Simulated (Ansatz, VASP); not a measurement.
# One calculation of AlTlS3, two programs

INCAR

```
ALGO = Normal ; EDIFF = 1E-6
EDIFFG = -0.04 ; ENCUT = 600
GGA = PE ; IBRION = 2
ISIF = 3 ; ISMEAR = 0
LASPH = T ; LCHARG = F
LREAL = F ; LWAVE = F
NELM = 100 ; NSW = 90
PREC = Accurate ; SIGMA = 0.1
```

File KPOINTS:

```
k-points
0
Gamma
  6 6 2
```

Contents of POSCAR:

```
AlTlS3
1.0
    4.7540003600      0.0000000000      0.0000000000
   -2.3770001800      4.1170850800      0.0000000000
    0.0000000000      0.0000000000      7.5018285100
Al Tl S
1 1 3
Direct
    0.6666666700      0.3333333300      0.2250700000
    0.3333333300      0.6666666700      0.7796450300
    0.0000000000      0.0000000000      0.0044930000
    0.3333333300      0.6666666700      0.3649359900
    0.6666666700      0.3333333300      0.6258559800
```

Input for Ansatz:

```yaml
crystal:
  lattice:
    - [4.75400036, 0.0, 0.0]
    - [-2.37700018, 4.11708508, 0.0]
    - [0.0, 0.0, 7.50182851]
  atoms:
    - { symbol: Al, position: [0.66666667, 0.33333333, 0.22507] }
    - { symbol: Tl, position: [0.33333333, 0.66666667, 0.77964503] }
    - { symbol: S, position: [0.0, 0.0, 0.004493] }
    - { symbol: S, position: [0.33333333, 0.66666667, 0.36493599] }
    - { symbol: S, position: [0.66666667, 0.33333333, 0.62585598] }
basis:
  ecutwfc: 420
kpoints:
  mp_grid: { grid: [6, 6, 2] }
hamiltonian:
  xc: pbe
scf:
  occupations: { method: gaussian, width: 0.1 }
  lower_state_search: "off"
output:
  forces: true
  stress: true
  eigenvalues: true
relax:
  adjacent_minimum: "off"
  f_tol: 0.04
  max_steps: 70
  cell: { stress_tol: 0.4 }
```

Change from the starting cell: species swapped into the Mg3BiSb type (P3m1, No. 156).

Alike in both runs: task relaxation of cell and atoms; functional PBE; k mesh 6 × 6 × 2; occupations gaussian, width 0.1 eV; no spin polarisation.

|  | VASP | Ansatz |
| --- | --- | --- |
| version | VASP 6.6.1 | Ansatz 0.2.0 |
| potentials or method | VASP PAW PBE potentials, release 64 (Al, Tl_d, S), cutoff 600 eV | scalar-relativistic, plane waves, PAW |
| valence electrons in the cell | 34 | 34 |

|  | VASP | Ansatz | Ansatz less VASP |
| --- | --- | --- | --- |
| gap on the k mesh at the Fermi level, each at its own relaxed structure (eV) | 0.36 | 0.41 | +0.049 |
| relaxed volume (Å³/atom) | 23.06 | 23.84 | +0.782 |
| relaxed cell length with the largest relative difference (Å) | 9.654 | 9.978 | +0.3232 |

Spin-orbit coupling is off throughout. Noted on VASP's run: the volume moved by over 15 % at a fixed basis, so the end points are rough.
